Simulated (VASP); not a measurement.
Here is a VASP 6.6.1 calculation.

INCAR

```
SYSTEM = Hf
PREC = Accurate
ENCUT = 500
EDIFF = 1E-6
ISMEAR = -1
SIGMA = 0.1
LREAL = .FALSE.
LASPH = .TRUE.
NELM = 200
ALGO = Normal
ISIF = 2
LWAVE = .FALSE.
LCHARG = .FALSE.
LNONCOLLINEAR = .TRUE.
MAGMOM = 0 0 0
LORBIT = 11
LSORBIT = .TRUE.
GGA_COMPAT = .FALSE.
LORBMOM = .TRUE.
LMAXMIX = 4
GGA = PE
NBANDS = 21
```

File KPOINTS:

```
Automatic mesh
0
G
  12 12 12
  0 0 0
```

File POSCAR:

```
Hf
1.0
   -1.7739410565      1.7739410565      1.7739410565
    1.7739410565     -1.7739410565      1.7739410565
    1.7739410565      1.7739410565     -1.7739410565
Hf
1
Direct
    0.0000000000      0.0000000000      0.0000000000
```

Potentials or basis: VASP PAW PBE potentials, release 64 (Hf_pv).

Launch:

```sh
$ cat potpaw_PBE.64/Hf_pv/POTCAR > POTCAR
$ mpirun -np 1 vasp_ncl > vasp.out
```

Q: Predict the net moment.

A: 0.00 μB per cell.

Q: Estimate the pressure.

A: -0.8 GPa.

Moments on the atoms (μB; x, y, z):
```
Hf  0.00 0.00 0.00
```
